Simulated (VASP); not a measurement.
# Ca2CuAs3 (Immm) in VASP: further runs

Ca2CuAs3 is run at these levels: PBE; tasks: single point, relaxation of cell and atoms.

All numbers are computed with VASP 6.6.1; they aren't measurements. Logs are shortened: lines on timing, memory, paths and dates and some standing lists are left out, and cuts for length are marked.

### 1 The cell of the first run

Symmetry: Immm, No. 71, orthorhombic system. Conventional cell: a = 4.358 Å, b = 4.562 Å, c = 14.999 Å, α = 90.00°, β = 90.00°, γ = 90.00°. Ca (site symmetry mm2) has 7 As at 2.96 to 3.16 Å and 4 Cu at 3.84 Å within 3.9 Å. Cu (site symmetry mmm) has 4 As at 2.28 to 2.35 Å within 3.0 Å. Within 3.3 Å of As (site symmetry mm2) lie 1 Cu at 2.35 Å and 5 Ca at 2.96 to 3.16 Å and 2 As at 3.27 Å. Within 3.1 Å of As (site symmetry mmm) lie 2 Cu at 2.28 Å and 4 Ca at 3.09 Å.

### 2 Single point, PBE

The input, INCAR:

```
PREC = Accurate
ENCUT = 520
EDIFF = 1E-6
ISMEAR = -1
SIGMA = 0.1
LREAL = False
LASPH = True
NELM = 60
ALGO = Normal
ISIF = 2
LWAVE = False
LCHARG = True
GGA = PE
LELF = True
LVHAR = True
NBANDS = 32
```

The input, KPOINTS:

```
Automatic mesh
0
Gamma
  5 5 5
```

The input, POSCAR:

```
Ca2CuAs3
1.0
    0.0000000000      0.0000000000      4.3576459849
    0.0000000000     -4.5617690830      0.0000000000
    7.4996568215      2.2808845415     -2.1788229925
Ca Cu As
2 1 3
Direct
    0.6464455895      0.1464455895      0.2928911791
    0.3535544105      0.8535544105      0.7071088209
    0.0000000000      0.5000000000      0.0000000000
    0.8436414313      0.3436414313      0.6872828626
    0.1563585687      0.6563585687      0.3127171374
    0.0000000000      0.0000000000      0.0000000000
```

Potentials or basis: VASP PAW PBE potentials, release 64 (Ca_sv, Cu, As).

The run is started by

```sh
$ cat potpaw_PBE.64/Ca_sv/POTCAR potpaw_PBE.64/Cu/POTCAR potpaw_PBE.64/As/POTCAR > POTCAR
$ mpirun -np 1 vasp_std > vasp.out
```

OUTCAR:

```text
PREC = Accurate
   ENCUT = 520
   EDIFF = 1E-6
   ISMEAR = -1
   LREAL = False
   LASPH = True
   NELM = 60
   ISIF = 2
   GGA = PE

 ion  position               nearest neighbor table
   1  0.646  0.146  0.293-   4 2.96
   2  0.354  0.854  0.707-   5 2.96
   3  0.000  0.500  0.000-   6 2.28   6 2.28   4 2.35   5 2.35
   4  0.844  0.344  0.687-   3 2.35   1 2.96
   5  0.156  0.656  0.313-   3 2.35   2 2.96
   6  0.000  0.000  0.000-   3 2.28   3 2.28

  LATTYP: Found a body centered orthorhombic cell.
 ALAT       =     4.3576459849
 B/A-ratio  =     1.0468425152
 C/A-ratio  =     3.4420679640

  Lattice vectors:

 A1 = (  -7.4996568215,  -2.2808845415,   2.1788229925)
 A2 = (  -7.4996568215,   2.2808845415,  -2.1788229924)
 A3 = (   7.4996568215,  -2.2808845415,  -2.1788229925)

Analysis of symmetry for initial positions (statically):
=====================================================================
 Subroutine PRICEL returns:
 Original cell was already a primitive cell.

 Routine SETGRP: Setting up the symmetry group for a
 body centered orthorhombic supercell.

 Subroutine GETGRP returns: Found  8 space group operations
 (whereof  8 operations were pure point group operations)
 out of a pool of  8 trial point group operations.

The static configuration has the point symmetry D_2h.

Analysis of symmetry for dynamics (positions and initial velocities):
=====================================================================
 Subroutine PRICEL returns:
 Original cell was already a primitive cell.

 Routine SETGRP: Setting up the symmetry group for a
 body centered orthorhombic supercell.

 Subroutine GETGRP returns: Found  8 space group operations
 (whereof  8 operations were pure point group operations)
 out of a pool of  8 trial point group operations.

The dynamic configuration has the point symmetry D_2h.

 Subroutine INISYM returns: Found  8 space group operations
 (whereof  8 operations are pure point group operations),
 and found     1 'primitive' translations

----------------------------------------------------------------------------------------

                                     Primitive cell

  volume of cell :     149.0825

  direct lattice vectors                    reciprocal lattice vectors
     0.000000000  0.000000000  4.357645985     0.066669717  0.000000000  0.229481698
     0.000000000 -4.561769083  0.000000000     0.066669717 -0.219213200  0.000000000
     7.499656822  2.280884541 -2.178822993     0.133339435  0.000000000  0.000000000

  length of vectors
     4.357645985  4.561769083  8.136003710     0.238970084  0.229127210  0.133339435

  position of ions in fractional coordinates (direct lattice)
     0.646445589  0.146445589  0.292891179
     0.353554411  0.853554411  0.707108821
     0.000000000  0.500000000  0.000000000
     0.843641431  0.343641431  0.687282863
     0.156358569  0.656358569  0.312717137
     0.000000000  0.000000000  0.000000000

  ion indices of the primitive-cell ions
   primitive index   ion index
                 1           1
                 2           2
                 3           3
                 4           4
                 5           5
                 6           6

----------------------------------------------------------------------------------------

 KPOINTS: Automatic mesh

Automatic generation of k-mesh.
 Grid dimensions read from file:
 generate k-points for:    5    5    5

 Generating k-lattice:

  Cartesian coordinates                     Fractional coordinates (reciprocal lattice)
     0.013333943  0.000000000  0.045896340     0.200000000  0.000000000  0.000000000
     0.013333943 -0.043842640  0.000000000     0.000000000  0.200000000  0.000000000
     0.026667887  0.000000000  0.000000000     0.000000000  0.000000000  0.200000000

  Length of vectors
     0.047794017  0.045825442  0.026667887

  Shift w.r.t. Gamma in fractional coordinates (k-lattice)
     0.000000000  0.000000000  0.000000000

 Subroutine IBZKPT returns following result:
 ===========================================

 Found     27 irreducible k-points:

 Following reciprocal coordinates:
            Coordinates               Weight
  0.000000  0.000000  0.000000      1.000000
  0.200000  0.000000  0.000000      4.000000
  0.400000  0.000000  0.000000      4.000000
  0.000000  0.200000  0.000000      4.000000
  0.200000  0.200000  0.000000      8.000000
  0.400000  0.200000 -0.000000      8.000000
[... 16 lines left out ...]
 -0.400000  0.400000  0.200000      8.000000
  0.000000 -0.400000  0.200000      2.000000
 [... further k-points ...]
   k-points           NKPTS =     27   k-points in BZ     NKDIM =     27   number of bands    NBANDS=     32
   number of dos      NEDOS =    301   number of ions     NIONS =      6
   total plane-waves  NPLWV =  73728
   dimension x,y,z NGX =    32 NGY =   36 NGZ =   64
   dimension x,y,z NGXF=    64 NGYF=   72 NGZF=  128
   ions per type =               2   1   3
   NGX,Y,Z   is equivalent  to a cutoff of  12.21, 13.12, 13.08 a.u.
   NGXF,Y,Z  is equivalent  to a cutoff of  24.42, 26.24, 26.15 a.u.
 SYSTEM =  unknown system
   PREC   = accura    normal or accurate (medium, high low for compatibility)
   ISTART =      0    job   : 0-new  1-cont  2-samecut
   ICHARG =      2    charge: 1-file 2-atom 10-const
   ISPIN  =      1    spin polarized calculation?
   LNONCOLLINEAR =      F non collinear calculations
   LSORBIT =      F    spin-orbit coupling
   LASPH  =      T    aspherical Exc in radial PAW
   ENCUT  =  520.0 eV  38.22 Ry    6.18 a.u.   8.10  8.48 15.13*2*pi/ulx,y,z
   NELM   =     60;   NELMIN=  2; NELMDL= -5     # of ELM steps
   EDIFF  = 0.1E-05   stopping-criterion for ELM
   LREAL  =      F    real-space projection
   EDIFFG = 0.1E-04   stopping-criterion for IOM
   NSW    =      0    number of steps for IOM
   IBRION =     -1    ionic relax: 0-MD 1-quasi-New 2-CG
   NFREE  =      0    steps in history (QN), initial steepest desc. (CG)
   ISIF   =      2    stress and relaxation
   ISYM   =      2    0-nonsym 1-usesym 2-fastsym
   POTIM  = 0.5000    time-step for ionic-motion
   TEBEG  =    0.0;   TEEND  =   0.0 temperature during run
   PSTRESS=    0.0 pullay stress
   NELECT =      46.0000    total number of electrons
   NUPDOWN=      -1.0000    fix difference up-down
   EMIN   =  10.00;   EMAX   =-10.00  energy-range for DOS
   EFERMI =   0.00;   METHOD = LEGACY
   ISMEAR =    -1;   SIGMA  =   0.10  broadening in eV -4-tet -1-fermi 0-gaus
   EFERMI_NEDOS =   21; number of points for ismear=-14 and -15
   IALGO  =     38    algorithm
   IMIX   =      4    mixing-type and parameters
     AMIX     =   0.40;   BMIX     =  1.00
     AMIX_MAG =   1.60;   BMIX_MAG =  1.00
  volume/ion in A,a.u.               =      24.85       167.68
  Fermi-wavevector in a.u.,A,eV,Ry     =   1.106246  2.090503 16.650555  1.223781
  Thomas-Fermi vector in A             =   2.242745
   LORBIT       =      0    0 simple, 1 ext, 2 COOP (PROOUT), +10 PAW based schemes
   GGA     = PE    functional components
   LHFCALC =     F    Hartree Fock is set to
   AEXX    =    0.0000 exact exchange contribution
   IVDW    =     0    specifies the selected vdW correction
   LEPSILON=     F    determine dielectric tensor
   LRPA    =     F    only Hartree local field effects (RPA)
 non-spin polarized calculation
  energy-cutoff  :      520.00
  volume of cell :      149.08
 maximum number of plane-waves:      4041
   NGX = 17   NGY = 17   NGZ = 31

 number of electron      46.0000002 magnetization

 Free energy of the ion-electron system (eV)
  ---------------------------------------------------
  ext. energy  EPLUGINS =         0.00000000
  ---------------------------------------------------
  free energy    TOTEN  =       -24.85645621 eV

  energy without entropy =      -24.79226552  energy(sigma->0) =      -24.82436087

 E-fermi :   3.3095     XC(G=0):  -9.2207

 val. band max:        3.2769262070   @ k =   0.4000   0.0000   0.2000
 cond. band min:       3.3637735174   @ k =   0.4000   0.0000   0.2000
 fundamental gap:      0.0868473104
 Fermi energy:         3.3094762685

 k-point     1 :       0.0000    0.0000    0.0000
  band No.  band energies     occupation
      1     -37.4768      2.00000
      2     -37.4744      2.00000
      3     -18.5515      2.00000
      4     -18.5130      2.00000
      5     -18.4829      2.00000
      6     -18.4769      2.00000
[... 24 lines left out ...]
     31       6.7850      0.00000
     32       7.0082      0.00000

 k-point     2 :       0.2000    0.0000    0.0000
  band No.  band energies     occupation
      1     -37.4762      2.00000
      2     -37.4742      2.00000
      3     -18.5468      2.00000
      4     -18.5176      2.00000
      5     -18.4919      2.00000
      6     -18.4899      2.00000
[... 24 lines left out ...]
     31       7.3454      0.00000
     32       7.6409      0.00000

 k-point     3 :       0.4000    0.0000    0.0000
  band No.  band energies     occupation
      1     -37.4749      2.00000
      2     -37.4740      2.00000
      3     -18.5403      2.00000
      4     -18.5292      2.00000
      5     -18.5079      2.00000
      6     -18.5042      2.00000
[... 24 lines left out ...]
     31       7.5951      0.00000
     32       7.9197      0.00000

 k-point     4 :       0.0000    0.2000    0.0000
  band No.  band energies     occupation
      1     -37.4764      2.00000
      2     -37.4744      2.00000
      3     -18.5486      2.00000
      4     -18.5167      2.00000
      5     -18.4814      2.00000
      6     -18.4764      2.00000
[... 24 lines left out ...]
     31       7.3605      0.00000
     32       7.5540      0.00000

 k-point     5 :       0.2000    0.2000    0.0000
  band No.  band energies     occupation
      1     -37.4757      2.00000
      2     -37.4742      2.00000
      3     -18.5429      2.00000
      4     -18.5204      2.00000
      5     -18.4925      2.00000
      6     -18.4886      2.00000
[... 584 lines left out ...]
     31       7.7485      0.00000
     32       7.7759      0.00000

 k-point    22 :       0.2000    0.4000    0.2000
  band No.  band energies     occupation
      1     -37.4747      2.00000
      2     -37.4746      2.00000
      3     -18.5362      2.00000
      4     -18.5263      2.00000
      5     -18.4928      2.00000
      6     -18.4877      2.00000
[... 24 lines left out ...]
     31       7.6185      0.00000
     32       7.8115      0.00000

 k-point    23 :      -0.4000    0.4000    0.2000
  band No.  band energies     occupation
      1     -37.4743      2.00000
      2     -37.4736      2.00000
      3     -18.5344      2.00000
      4     -18.5207      2.00000
      5     -18.5102      2.00000
      6     -18.5067      2.00000
[... 24 lines left out ...]
     31       7.7606      0.00000
     32       7.8783      0.00000

 k-point    24 :       0.0000   -0.4000    0.2000
  band No.  band energies     occupation
      1     -37.4756      2.00000
      2     -37.4745      2.00000
      3     -18.5445      2.00000
      4     -18.5230      2.00000
      5     -18.4803      2.00000
      6     -18.4801      2.00000
[... 24 lines left out ...]
     31       7.7023      0.00000
     32       7.9706      0.00000

 [... further k-points ...]

------------------------ aborting loop because EDIFF is reached ----------------------------------------

  FORCE on cell =-STRESS in cart. coord.  units (eV):
  Direction    XX          YY          ZZ          XY          YZ          ZX
  --------------------------------------------------------------------------------------
  -------------------------------------------------------------------------------------
  Total        0.1821715      0.1739599      0.0605351      0.0000000      0.0000000     -0.0000000
  in kB        1.9577827      1.8695329      0.6505654      0.0000000      0.0000000     -0.0000000
  external PRESSURE =       1.4926270 kB  Pullay stress =       0.0000000 kB

 VOLUME and BASIS-vectors are now :
 -----------------------------------------------------------------------------
  energy-cutoff  :      520.00
  volume of cell :      149.08
      direct lattice vectors                 reciprocal lattice vectors
     0.000000000  0.000000000  4.357645985     0.066669717  0.000000000  0.229481698
     0.000000000 -4.561769083  0.000000000     0.066669717 -0.219213200  0.000000000
     7.499656822  2.280884541 -2.178822993     0.133339435  0.000000000  0.000000000

 POSITION                                       TOTAL-FORCE (eV/Angst)
 -----------------------------------------------------------------------------------
      2.19658      0.00000      2.17882         0.001973     -0.000000     -0.000000
      5.30307     -2.28088      0.00000        -0.001973     -0.000000      0.000000
      0.00000     -2.28088      0.00000         0.000000      0.000000      0.000000
      5.15439      0.00000      2.17882        -0.014272      0.000000      0.000000
      2.34527     -2.28088     -0.00000         0.014272     -0.000000     -0.000000
      0.00000      0.00000      0.00000         0.000000     -0.000000      0.000000
 -----------------------------------------------------------------------------------
    total drift:                               -0.000000     -0.000000     -0.000000

  FREE ENERGIE OF THE ION-ELECTRON SYSTEM (eV)
  ---------------------------------------------------
  free  energy   TOTEN  =       -24.8564562109 eV

  energy  without entropy=      -24.7922655240  energy(sigma->0) =      -24.82436087
```

Wall time 2.3 min (1 thread of Intel Xeon Platinum 8488C (Sapphire Rapids), shared host); peak memory 0.33 GiB.

What came out:

```yaml
Free_energy: -24.8565 eV
Pressure: 0.1 GPa
Largest_force: 0.014 eV/Å
Band_gap_on_the_k_mesh: zero (bands 23 and 24 overlap by 0.49 eV)
```

Forces in eV/Å, atoms in the order of the input:
```
Ca   0.002  0.000  0.000
Ca  -0.002  0.000  0.000
Cu   0.000  0.000  0.000
As  -0.014  0.000  0.000
As   0.014  0.000  0.000
As   0.000  0.000  0.000
```

Levels at points of the mesh, in eV from the Fermi level:
```tsv
k point	band 21	band 22	band 23	band 24	band 25	band 26
(0.00, 0.00, 0.00)	-0.78	-0.29	0.20	0.73	0.90	1.52
```

### 3 Relaxation of cell and atoms, PBE

This run uses another cell than the first one, of 18.53 Å³/atom.

The input, INCAR:

```
ALGO = Normal
EDIFF = 1E-7
EDIFFG = -0.01
ENCUT = 600
GGA = PE
IBRION = 2
ISIF = 3
ISMEAR = -1
LASPH = True
LCHARG = False
LREAL = False
LWAVE = False
NELM = 100
NSW = 80
PREC = Accurate
SIGMA = 0.1
```

The input, KPOINTS:

```
k-points
0
Gamma
  5 5 5
```

The input, POSCAR:

```
Ca2CuAs3
1.0
    0.0000000000      0.0000000000      3.7100180000
    0.0000000000     -4.3019820000      0.0000000000
    6.9663880000      2.1509910000     -1.8550090000
Ca Cu As
2 1 3
Direct
    0.6500000000      0.1500000000      0.3000000000
    0.3500000000      0.8500000000      0.7000000000
    0.0000000000      0.5000000000      0.0000000000
    0.8400000000      0.3400000000      0.6800000000
    0.1600000000      0.6600000000      0.3200000000
    0.0000000000      0.0000000000      0.0000000000
```

Potentials or basis: VASP PAW PBE potentials, release 64 (Ca_sv, Cu, As).

The run is started by

```sh
$ cat potpaw_PBE.64/Ca_sv/POTCAR potpaw_PBE.64/Cu/POTCAR potpaw_PBE.64/As/POTCAR > POTCAR
$ mpirun -np 1 vasp_std > vasp.out
```

Wall time 23 min (1 thread of Intel Xeon Platinum 8488C (Sapphire Rapids), shared host); peak memory 0.32 GiB.

Results (log left out):

| Item | Value |
| --- | --- |
| Free energy | -24.8501 eV |
| Relaxed volume | 24.91 Å³/atom |
| Relaxed cell | a = 4.354 Å, b = 4.568 Å, c = 8.149 Å, α = 106.28°, β = 105.50°, γ = 90.00° |
| Space group after relaxing (to 0.1 Å) | Immm (No. 71) |
| Energy gained by relaxing | 342.4 meV/atom |
| Ionic steps | 19 |
| Pressure after relaxing | 0.0 GPa |
| Band gap on the k mesh | zero (bands 23 and 24 overlap by 0.49 eV) |

Forces on the atoms (eV/Å):
```
Ca  -0.001  0.000  0.000
Ca   0.001  0.000  0.000
Cu   0.000  0.000  0.000
As  -0.003  0.000  0.000
As   0.003  0.000  0.000
As   0.000  0.000  0.000
```

The path:
| step | energy change (eV) | largest force (eV/Å) | pressure (GPa) | volume (Å³) |
| --- | --- | --- | --- | --- |
| 1 | 0.0000 | 0.4656 | 23.04 | 111.19 |
| 2 | -1.5208 | 0.9502 | -4.65 | 159.75 |
| 3 | -1.8275 | 0.7643 | 0.48 | 141.72 |
| 4 | -1.8277 | 0.7751 | 0.23 | 142.38 |
| 5 | -1.9149 | 0.5225 | 0.09 | 144.11 |
| 6 | -2.0036 | 0.5163 | 0.32 | 149.13 |
| 7 | -2.0116 | 0.1968 | 0.16 | 147.86 |
| 8 | -2.0120 | 0.2596 | 0.19 | 148.12 |
| 9 | -2.0396 | 0.2098 | -0.09 | 149.66 |
| 10 | -2.0441 | 0.1813 | -0.20 | 150.48 |
| 11 | -2.0497 | 0.1209 | 0.06 | 149.54 |
| 12 | -2.0513 | 0.0639 | 0.33 | 148.59 |
| 13 | -2.0527 | 0.0864 | -0.15 | 149.60 |
| 14 | -2.0531 | 0.0670 | 0.00 | 149.28 |
| 15 | -2.0538 | 0.0485 | -0.01 | 149.38 |
| 16 | -2.0542 | 0.0230 | -0.02 | 149.51 |
| 17 | -2.0545 | 0.0177 | 0.00 | 149.42 |
| 18 | -2.0545 | 0.0174 | 0.00 | 149.41 |
| 19 | -2.0545 | 0.0026 | -0.02 | 149.44 |

Final structure:
```
CELL_PARAMETERS angstrom
0.00000 0.00000 4.35426
0.00000 -4.56769 0.00000
7.51350 2.28385 -2.17713
ATOMIC_POSITIONS crystal
Ca 0.64661 0.14661 0.29321
Ca 0.35339 0.85339 0.70679
Cu 0.00000 0.50000 0.00000
As 0.84374 0.34374 0.68749
As 0.15626 0.65626 0.31251
As 0.00000 0.00000 0.00000
```

Levels at points of the mesh, in eV from the Fermi level:
```tsv
k point	band 21	band 22	band 23	band 24	band 25	band 26
(0.00, 0.00, 0.00)	-0.78	-0.28	0.20	0.74	0.89	1.53
```

Caveat: the volume moved by over 15 % at a fixed basis, so the end points are rough.
